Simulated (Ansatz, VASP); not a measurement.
**One calculation of Te, two programs**

```
CELL_PARAMETERS angstrom
2.13119 1.23044 1.82302
-2.13119 1.23044 1.82302
0.00000 -2.46088 1.82302
ATOMIC_POSITIONS crystal
Te 0.50000 0.50000 0.50000
```

Alike in both runs: task single point; functional PBEsol; k mesh 15 × 15 × 15; occupations gaussian, width 0.15 eV; no spin polarisation.

|  | VASP | Ansatz |
| --- | --- | --- |
| version | VASP 6.6.1 | Ansatz 0.2.0 |
| potentials or method | VASP PAW PBE potentials, release 64 (Te), cutoff 520 eV | scalar-relativistic, plane waves, PAW |
| valence electrons in the cell | 6 | 16 |

VASP gave:

| Item | Value |
| --- | --- |
| gap on the k mesh at the Fermi level (eV) | none |
| pressure (GPa) | 6.0 |
| traceless stress, the component that is largest in VASP (GPa) | 0.28 |

Problem. Estimate Ansatz's values.

Solution. gap on the k mesh at the Fermi level (eV): none; pressure (GPa): 5.9; traceless stress, the component that is largest in VASP (GPa): 0.27.

VASP's potentials were made for PBE, not for PBEsol. A gap of «none» marks a metal or a gap that the smearing closes. VASP's potentials hold 6 valence electrons a cell and Ansatz's 16, so a difference there can come from the potentials and not from the codes.

Neither program's run includes spin-orbit coupling.
